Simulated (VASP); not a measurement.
# Pt (P6_3/mmc) in VASP: notebook

Runs on Pt. Level: LDA. Tasks: single point.

Program: VASP 6.6.1. These are calculated values, not measurements. Logs are shortened: lines on timing, memory, paths and dates and some standing lists are left out, and cuts for length are marked.

### Step 1. The cell of the first run

It takes space group P6_3/mmc (No. 194, hexagonal). Conventional cell: a = 2.535 Å, b = 2.535 Å, c = 4.377 Å, α = 90.00°, β = 90.00°, γ = 120.00°. Pt (site symmetry -6m2) has 12 Pt at 2.53 to 2.63 Å within 3.3 Å.

This isn't the form of Pt at room conditions, which is fcc.

### Step 2. Single point, LDA, collinear spin (12.18 Å³/atom)

Input file INCAR:

```
PREC = Accurate ; ENCUT = 520
EDIFF = 1E-7 ; ISMEAR = 0
SIGMA = 0.15 ; LREAL = F
LASPH = T ; NELM = 150
ALGO = Normal ; ISIF = 2
LWAVE = F ; LCHARG = F
ISPIN = 2 ; MAGMOM = 0.25 0.25
LORBIT = 11 ; NUPDOWN = 0.5
LMAXMIX = 4 ; GGA = CA
NBANDS = 21
```

Input file KPOINTS:

```
Automatic mesh
0
Gamma
  21 21 10
```

Input file POSCAR:

```
Pt
1.0
    2.5349048657      0.0000000000      0.0000000000
   -1.2674524328      2.1952920098      0.0000000000
    0.0000000000      0.0000000000      4.3771120513
Pt
2
Direct
    0.6666666667      0.3333333333      0.7500000000
    0.3333333333      0.6666666667      0.2500000000
```

Potentials or basis: VASP PAW LDA potentials, release 64 (Pt).

Started as:

```sh
$ cat potpaw_LDA.64/Pt/POTCAR > POTCAR
$ mpirun -np 1 vasp_std > vasp.out
```

OUTCAR:

```text
PREC = Accurate
   ENCUT = 520
   EDIFF = 1E-7
   ISMEAR = 0
   LREAL = F
   LASPH = T
   NELM = 150
   ISIF = 2
   ISPIN = 2
   LORBIT = 11
   NUPDOWN = 0.5
   GGA = CA

 ion  position               nearest neighbor table
   1  0.667  0.333  0.750-   2 2.63   2 2.63   2 2.63   2 2.63   2 2.63   2 2.63
   2  0.333  0.667  0.250-   1 2.63   1 2.63   1 2.63   1 2.63   1 2.63   1 2.63

  LATTYP: Found a hexagonal cell.
 ALAT       =     2.5349048657
 C/A-ratio  =     1.7267362221

  Lattice vectors:

 A1 = (   2.5349048657,   0.0000000000,   0.0000000000)
 A2 = (  -1.2674524328,   2.1952920098,   0.0000000000)
 A3 = (   0.0000000000,   0.0000000000,   4.3771120513)

Analysis of symmetry for initial positions (statically):
=====================================================================
 Subroutine PRICEL returns:
 Original cell was already a primitive cell.

 Routine SETGRP: Setting up the symmetry group for a
 hexagonal supercell.

 Subroutine GETGRP returns: Found 24 space group operations
 (whereof 12 operations were pure point group operations)
 out of a pool of 24 trial point group operations.

The static configuration has the point symmetry D_3d.
 The point group associated with its full space group is D_6h.

Analysis of symmetry for dynamics (positions and initial velocities):
=====================================================================
 Subroutine PRICEL returns:
 Original cell was already a primitive cell.

 Routine SETGRP: Setting up the symmetry group for a
 hexagonal supercell.

 Subroutine GETGRP returns: Found 24 space group operations
 (whereof 12 operations were pure point group operations)
 out of a pool of 24 trial point group operations.

The dynamic configuration has the point symmetry D_3d.
 The point group associated with its full space group is D_6h.

Analysis of structural, dynamic, and magnetic symmetry:
=====================================================================
 Subroutine PRICEL returns:
 Original cell was already a primitive cell.

 Routine SETGRP: Setting up the symmetry group for a
 hexagonal supercell.

 Subroutine GETGRP returns: Found 24 space group operations
 (whereof 12 operations were pure point group operations)
 out of a pool of 24 trial point group operations.

The overall configuration has the point symmetry D_3d.
[... 117 lines left out ...]
   IALGO  =     38    algorithm
   IMIX   =      4    mixing-type and parameters
     AMIX     =   0.40;   BMIX     =  1.00
     AMIX_MAG =   1.60;   BMIX_MAG =  1.00
  volume/ion in A,a.u.               =      12.18        82.19
  Fermi-wavevector in a.u.,A,eV,Ry     =   1.532984  2.896920 31.974234  2.350040
  Thomas-Fermi vector in A             =   2.640114
   LORBIT       =     11    0 simple, 1 ext, 2 COOP (PROOUT), +10 PAW based schemes
   GGA     = CA    functional components
   LHFCALC =     F    Hartree Fock is set to
   AEXX    =    0.0000 exact exchange contribution
   IVDW    =     0    specifies the selected vdW correction
   LEPSILON=     F    determine dielectric tensor
   LRPA    =     F    only Hartree local field effects (RPA)
 spin polarized calculation
 Gauss-broadening in eV      SIGMA  =   0.15
  energy-cutoff  :      520.00
  volume of cell :       24.36
 maximum number of plane-waves:       681
 NGX is ok and might be reduce to    20
   NGX =  9   NGY =  9   NGZ = 17

 number of electron      19.9999999 magnetization       0.5000000

 Free energy of the ion-electron system (eV)
  ---------------------------------------------------
  ext. energy  EPLUGINS =         0.00000000
  ---------------------------------------------------
  free energy    TOTEN  =       -13.44104238 eV

  energy without entropy =      -13.41413831  energy(sigma->0) =      -13.42759034

 E-fermi :  15.6946     XC(G=0): -14.9494

 val. band max:       15.9313786986   @ k =   0.4286   0.0000   0.3000
 cond. band min:      15.6958616019   @ k =   0.3810   0.2381   0.5000
 fundamental gap:     -0.2355170967
 Fermi energy:        15.9397392976

 spin component 1

 k-point     1 :       0.0000    0.0000    0.0000
  band No.  band energies     occupation
      1       2.9333      1.00000
      2       5.6930      1.00000
      3       9.7559      1.00000
      4      10.5182      1.00000
      5      10.5182      1.00000
      6      11.1072      1.00000
[... 565 lines left out ...]
     20      39.5646      0.00000
     21      41.1133      0.00000

 [... further k-points ...]

 spin component 2

 k-point     1 :       0.0000    0.0000    0.0000
  band No.  band energies     occupation
      1       2.9945      1.00000
      2       5.7951      1.00000
      3       9.9010      1.00000
      4      10.6528      1.00000
      5      10.6528      1.00000
      6      11.2451      1.00000
[... 565 lines left out ...]
     20      39.6419      0.00000
     21      41.2004      0.00000

 [... further k-points ...]

------------------------ aborting loop because EDIFF is reached ----------------------------------------

  FORCE on cell =-STRESS in cart. coord.  units (eV):
  Direction    XX          YY          ZZ          XY          YZ          ZX
  --------------------------------------------------------------------------------------
  -------------------------------------------------------------------------------------
  Total       16.5540418     16.5540418     14.2574060      0.0000000      0.0000000      0.0000000
  in kB     1088.8624063   1088.8624063    937.7983699      0.0000000      0.0000000      0.0000000
  external PRESSURE =    1038.5077275 kB  Pullay stress =       0.0000000 kB

 VOLUME and BASIS-vectors are now :
 -----------------------------------------------------------------------------
  energy-cutoff  :      520.00
  volume of cell :       24.36
      direct lattice vectors                 reciprocal lattice vectors
     2.534904866  0.000000000  0.000000000     0.394492122  0.227760133  0.000000000
    -1.267452433  2.195292010  0.000000000     0.000000000  0.455520266  0.000000000
     0.000000000  0.000000000  4.377112051     0.000000000  0.000000000  0.228461138

 POSITION                                       TOTAL-FORCE (eV/Angst)
 -----------------------------------------------------------------------------------
      1.26745      0.73176      3.28283        -0.000000      0.000000      0.000000
     -0.00000      1.46353      1.09428         0.000000     -0.000000      0.000000
 -----------------------------------------------------------------------------------
    total drift:                                0.000000     -0.000000     -0.000000

  FREE ENERGIE OF THE ION-ELECTRON SYSTEM (eV)
  ---------------------------------------------------
  free  energy   TOTEN  =       -13.4410423756 eV

  energy  without entropy=      -13.4141383060  energy(sigma->0) =      -13.42759034

 total charge

# of ion       s       p       d       tot
------------------------------------------
    1        0.781   0.936   8.333  10.050
    2        0.781   0.936   8.333  10.050
--------------------------------------------------
tot          1.561   1.872  16.665  20.099

 magnetization (x)

# of ion       s       p       d       tot
------------------------------------------
    1        0.002   0.003   0.237   0.243
    2        0.002   0.003   0.237   0.243
--------------------------------------------------
tot          0.005   0.006   0.475   0.486
```

stdout:

```text
POSCAR found type information on POSCAR Pt
 POSCAR found :  1 types and       2 ions
 scaLAPACK will be used
 LDA part: xc-table for (Slater(with rela. corr.)+CA(PZ))
 , standard interpolation
 POSCAR, INCAR and KPOINTS ok, starting setup
 FFT: planning ... GRIDC
 FFT: planning ... GRID_SOFT
 FFT: planning ... GRID
 WAVECAR not read
 entering main loop
```

It took 2.8 min on 1 thread of AMD EPYC 7R13 (Zen 3), shared host; peak memory 0.27 GiB.

What came out:

* Free energy: -13.4410 eV
* Pressure: 103.9 GPa
* Net moment: 0.50 μB per cell
* Site moments: Pt +0.24 μB

Stress tensor (GPa, compression positive):
```
108.89   0.00   0.00
  0.00 108.89   0.00
  0.00   0.00  93.78
```

Caveat: the cell stands under pressure; spin-orbit coupling is left out, which moves the levels of the heavy elements; the total moment is fixed, so each spin has its own Fermi level.

### Step 3. Single point, LDA, collinear spin (12.18 Å³/atom)

Input file INCAR:

```
PREC     = Accurate       # precision mode
ENCUT    = 520            # plane-wave cutoff, eV
EDIFF    = 1E-6           # SCF threshold, eV
ISMEAR   = 0              # smearing method
SIGMA    = 0.15           # smearing width, eV
LREAL    = False          # projectors in reciprocal space
LASPH    = True           # aspherical terms in the spheres
NELM     = 150            # most SCF steps
ALGO     = Normal         # electronic algorithm
ISIF     = 2              # what is computed and relaxed
LWAVE    = False          # write WAVECAR
LCHARG   = False          # write CHGCAR
ISPIN    = 2              # spin polarisation
MAGMOM   = 0.05 0.05      # initial moments
LORBIT   = 11             # projections on sites
NUPDOWN  = 0.1            # fixed moment
LMAXMIX  = 4              # l up to which the mixer works
GGA      = CA             # functional
NBANDS   = 21             # bands
```

KPOINTS is that of step 2.

POSCAR is that of step 2.

Potentials or basis: VASP PAW LDA potentials, release 64 (Pt).

Started as:

```sh
$ cat potpaw_LDA.64/Pt/POTCAR > POTCAR
$ mpirun -np 1 vasp_std > vasp.out
```

OUTCAR:

```text
PREC = Accurate
   ENCUT = 520
   EDIFF = 1E-6
   ISMEAR = 0
   LREAL = False
   LASPH = True
   NELM = 150
   ISIF = 2
   ISPIN = 2
   LORBIT = 11
   NUPDOWN = 0.1
   GGA = CA

 ion  position               nearest neighbor table
   1  0.667  0.333  0.750-   2 2.63   2 2.63   2 2.63   2 2.63   2 2.63   2 2.63
   2  0.333  0.667  0.250-   1 2.63   1 2.63   1 2.63   1 2.63   1 2.63   1 2.63

  LATTYP: Found a hexagonal cell.
 ALAT       =     2.5349048657
 C/A-ratio  =     1.7267362221

  Lattice vectors:

 A1 = (   2.5349048657,   0.0000000000,   0.0000000000)
 A2 = (  -1.2674524328,   2.1952920098,   0.0000000000)
 A3 = (   0.0000000000,   0.0000000000,   4.3771120513)

Analysis of symmetry for initial positions (statically):
=====================================================================
 Subroutine PRICEL returns:
 Original cell was already a primitive cell.

 Routine SETGRP: Setting up the symmetry group for a
 hexagonal supercell.

 Subroutine GETGRP returns: Found 24 space group operations
 (whereof 12 operations were pure point group operations)
 out of a pool of 24 trial point group operations.

The static configuration has the point symmetry D_3d.
 The point group associated with its full space group is D_6h.

Analysis of symmetry for dynamics (positions and initial velocities):
=====================================================================
 Subroutine PRICEL returns:
 Original cell was already a primitive cell.

 Routine SETGRP: Setting up the symmetry group for a
 hexagonal supercell.

 Subroutine GETGRP returns: Found 24 space group operations
 (whereof 12 operations were pure point group operations)
 out of a pool of 24 trial point group operations.

The dynamic configuration has the point symmetry D_3d.
 The point group associated with its full space group is D_6h.

Analysis of structural, dynamic, and magnetic symmetry:
=====================================================================
[... 146 lines left out ...]
 maximum number of plane-waves:       681
 NGX is ok and might be reduce to    20
   NGX =  9   NGY =  9   NGZ = 17

 number of electron      19.9999999 magnetization       0.1000000

 Free energy of the ion-electron system (eV)
  ---------------------------------------------------
  ext. energy  EPLUGINS =         0.00000000
  ---------------------------------------------------
  free energy    TOTEN  =       -13.46913296 eV

  energy without entropy =      -13.43926348  energy(sigma->0) =      -13.45419822

 E-fermi :  15.7732     XC(G=0): -14.9497

 val. band max:       15.8173868425   @ k =   0.4286   0.0476   0.0000
 cond. band min:      15.7734058328   @ k =   0.4286   0.0952   0.5000
 fundamental gap:     -0.0439810097
 Fermi energy:        15.8174316951

 spin component 1

 k-point     1 :       0.0000    0.0000    0.0000
  band No.  band energies     occupation
      1       2.9572      1.00000
      2       5.7291      1.00000
      3       9.8145      1.00000
      4      10.5631      1.00000
      5      10.5631      1.00000
      6      11.1529      1.00000
[... 565 lines left out ...]
     20      39.5982      0.00000
     21      41.1426      0.00000

 [... further k-points ...]

 spin component 2

 k-point     1 :       0.0000    0.0000    0.0000
  band No.  band energies     occupation
      1       2.9694      1.00000
      2       5.7494      1.00000
      3       9.8437      1.00000
      4      10.5897      1.00000
      5      10.5897      1.00000
      6      11.1802      1.00000
[... 565 lines left out ...]
     20      39.6138      0.00000
     21      41.1598      0.00000

 [... further k-points ...]
[... 5 lines left out ...]
  --------------------------------------------------------------------------------------
  -------------------------------------------------------------------------------------
  Total       16.3826919     16.3826919     14.3604742      0.0000000     -0.0000000      0.0000000
  in kB     1077.5916586   1077.5916585    944.5778083      0.0000000     -0.0000000      0.0000000
  external PRESSURE =    1033.2537085 kB  Pullay stress =       0.0000000 kB

 VOLUME and BASIS-vectors are now :
 -----------------------------------------------------------------------------
  energy-cutoff  :      520.00
  volume of cell :       24.36
      direct lattice vectors                 reciprocal lattice vectors
     2.534904866  0.000000000  0.000000000     0.394492122  0.227760133  0.000000000
    -1.267452433  2.195292010  0.000000000     0.000000000  0.455520266  0.000000000
     0.000000000  0.000000000  4.377112051     0.000000000  0.000000000  0.228461138

 POSITION                                       TOTAL-FORCE (eV/Angst)
 -----------------------------------------------------------------------------------
      1.26745      0.73176      3.28283         0.000000      0.000000      0.000000
     -0.00000      1.46353      1.09428        -0.000000      0.000000      0.000000
 -----------------------------------------------------------------------------------
    total drift:                                0.000000     -0.000000     -0.000000

  FREE ENERGIE OF THE ION-ELECTRON SYSTEM (eV)
  ---------------------------------------------------
  free  energy   TOTEN  =       -13.4691329560 eV

  energy  without entropy=      -13.4392634797  energy(sigma->0) =      -13.45419822

 total charge

# of ion       s       p       d       tot
------------------------------------------
    1        0.780   0.935   8.333  10.049
    2        0.780   0.935   8.333  10.049
--------------------------------------------------
tot          1.561   1.871  16.667  20.098

 magnetization (x)

# of ion       s       p       d       tot
------------------------------------------
    1        0.000   0.001   0.047   0.049
    2        0.000   0.001   0.047   0.049
--------------------------------------------------
tot          0.001   0.001   0.095   0.097
```

OSZICAR:

```text
N       E                     dE             d eps       ncg     rms          rms(c)
DAV:   1     0.115128677805E+03    0.11513E+03   -0.10015E+04 24240   0.920E+02
DAV:   2    -0.114460000094E+02   -0.12657E+03   -0.11983E+03 27702   0.240E+02
DAV:   3    -0.142431623706E+02   -0.27972E+01   -0.27773E+01 28613   0.348E+01
DAV:   4    -0.142565515994E+02   -0.13389E-01   -0.13388E-01 28107   0.256E+00
DAV:   5    -0.142566656864E+02   -0.11409E-03   -0.11409E-03 28876   0.238E-01    0.355E+01
DAV:   6    -0.136420484736E+02    0.61462E+00   -0.43252E-01 26977   0.572E+00    0.193E+01
DAV:   7    -0.134807674299E+02    0.16128E+00   -0.20104E-01 27926   0.397E+00    0.248E+00
DAV:   8    -0.134697118816E+02    0.11056E-01   -0.17146E-02 27102   0.104E+00    0.872E-01
DAV:   9    -0.134691349674E+02    0.57691E-03   -0.19348E-03 29119   0.355E-01    0.233E-01
DAV:  10    -0.134691295086E+02    0.54588E-05   -0.46251E-05 27672   0.519E-02    0.467E-02
DAV:  11    -0.134691327037E+02   -0.31951E-05   -0.23467E-06 28349   0.101E-02    0.132E-02
DAV:  12    -0.134691329560E+02   -0.25223E-06   -0.26461E-07 15086   0.339E-03
   1 F= -.13469133E+02 E0= -.13454198E+02  d E =-.298695E-01  mag=     0.1000
```

Run time: 2.5 min. Hardware: 1 thread of AMD EPYC 7R13 (Zen 3), shared host; peak memory 0.27 GiB.

Results:

```yaml
Free_energy: -13.4691 eV
Pressure: 103.3 GPa
Net_moment: 0.10 μB per cell
Site_moments: Pt +0.05 μB
```

Caveat: the cell stands under pressure; spin-orbit coupling is left out, which moves the levels of the heavy elements; the total moment is fixed, so each spin has its own Fermi level.

### Step 4. Single point, LDA, collinear spin (14.85 Å³/atom)

This run uses another cell than the first one, of 14.85 Å³/atom.

Input file INCAR:

```
PREC = Accurate
ENCUT = 520
EDIFF = 1E-6
ISMEAR = 0
SIGMA = 0.15
LREAL = F
LASPH = T
NELM = 150
ALGO = Normal
ISIF = 2
LWAVE = F
LCHARG = F
ISPIN = 2
MAGMOM = 0.1 0.1
LORBIT = 11
NUPDOWN = 0.2
LMAXMIX = 4
NBANDS = 21
```

KPOINTS is that of step 3.

Input file POSCAR:

```
Pt
1.0
    2.7082945876      0.0000000000      0.0000000000
   -1.3541472938      2.3454519138      0.0000000000
    0.0000000000      0.0000000000      4.6765103647
Pt
2
Direct
    0.6666666667      0.3333333333      0.7500000000
    0.3333333333      0.6666666667      0.2500000000
```

Started as:

```sh
$ cat potpaw_LDA.64/Pt/POTCAR > POTCAR
$ mpirun -np 1 vasp_std > vasp.out
```

Wall time 2.3 min (1 thread of AMD EPYC 9R45 (Zen 5), shared host); peak memory 0.29 GiB.

The run converged. Its results:

| Quantity | Value |
| --- | --- |
| Free energy | -14.8970 eV |
| Pressure | 1.0 GPa |
| Net moment | 0.20 μB per cell |
| Site moments | Pt +0.10 μB |
| Valence electrons inside the program's atomic spheres | Pt 9.36 |

Stress tensor (GPa, compression positive):
```
1.44 0.00 0.00
0.00 1.44 0.00
0.00 0.00 0.06
```

Caveat: spin-orbit coupling is left out, which moves the levels of the heavy elements; the total moment is fixed, so each spin has its own Fermi level.

### Step 5. The runs side by side

```tsv
fixed moment (μB)	cell	pressure (GPa)	moment (μB)
0.5	a = 2.535, b = 2.535, c = 4.377 Å, angles 90.0, 90.0, 120.0°, 2 atoms	103.9	0.50
0.1	a = 2.535, b = 2.535, c = 4.377 Å, angles 90.0, 90.0, 120.0°, 2 atoms	103.3	0.10
0.2	a = 2.708, b = 2.708, c = 4.677 Å, angles 90.0, 90.0, 120.0°, 2 atoms	1.0	0.20
```

Alike in all rows: task single point; level LDA; potentials or basis VASP PAW LDA potentials, release 64 (Pt); spin collinear; k mesh 21 × 21 × 10; cutoff (eV) 520; smearing gaussian 0.15 eV.

Caveats: spin-orbit coupling is left out, which moves the levels of the heavy elements; the total moment is fixed, so each spin has its own Fermi level; the cell stands under pressure (at least some runs).

Absolute energies hang on the potentials; compare differences alone.
